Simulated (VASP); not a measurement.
A run of VASP 6.6.1 is set up as follows.

INCAR

```
PREC = Accurate
ENCUT = 520
EDIFF = 1E-6
ISMEAR = -1
SIGMA = 0.05
LREAL = F
LASPH = T
NELM = 150
ALGO = Normal
ISIF = 2
LWAVE = F
LCHARG = T
MAGMOM = 0 0 0 0 0 0
LORBIT = 11
LSORBIT = T
GGA_COMPAT = F
LORBMOM = T
LMAXMIX = 4
GGA = PE
LVHAR = T
NBANDS = 32
```

File KPOINTS:

```
Automatic mesh
0
Gamma
  7 7 4
```

POSCAR

```
Hf
1.0
    3.1967000000      0.0000000000      0.0000000000
   -1.5983500000      2.7684234083      0.0000000000
    0.0000000000      0.0000000000      5.0578000000
Hf
2
Direct
    0.6666666667      0.3333333333      0.7500000000
    0.3333333333      0.6666666667      0.2500000000
```

Potentials or basis: VASP PAW PBE potentials, release 64 (Hf_pv).

Command:

```console
$ cat potpaw_PBE.64/Hf_pv/POTCAR > POTCAR
$ mpirun -np 1 vasp_ncl > vasp.out
```

**Question.** Predict the net moment.

**Answer.** 0.00 μB per cell.

**Question.** Predict the pressure.

**Answer.** 0.2 GPa.

Moments on the atoms (μB; x, y, z):
```
Hf  0.00 0.00 0.00
Hf  0.00 0.00 0.00
```
